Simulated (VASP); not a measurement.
A run of VASP 6.6.1 is set up as follows.

Contents of INCAR:

```
  PREC = Accurate
  ENCUT = 600
  EDIFF = 1E-6
  ISMEAR = 0
  SIGMA = 0.02
  LREAL = False
  LASPH = True
  NELM = 120
  ALGO = Normal
  ISIF = 2
  LWAVE = False
  LCHARG = False
  GGA = PE
  IVDW = 12
  NBANDS = 11
  GGA_COMPAT = False
```

Contents of KPOINTS:

```
Automatic mesh
0
Gamma
  12 12 12
```

Contents of POSCAR:

```
BN
1.0
    0.0000000000      1.8211090063      1.8211090063
    1.8211090063      0.0000000000      1.8211090063
    1.8211090063      1.8211090063      0.0000000000
B N
1 1
Direct
    0.0000000000      0.0000000000      0.0000000000
    0.2500000000      0.2500000000      0.2500000000
```

Potentials or basis: VASP PAW PBE potentials, release 64 (B, N).

Command:

```console
$ cat potpaw_PBE.64/B/POTCAR potpaw_PBE.64/N/POTCAR > POTCAR
$ mpirun -np 1 vasp_std > vasp.out
```

(1) Predict the dispersion energy per atom.

(2) What does it give for the band gap on the k mesh?

(3) Estimate the pressure.

Answers

(1) -0.205 eV.

(2) 4.44 eV, indirect (least direct gap 8.71 eV).

(3) -10.7 GPa.
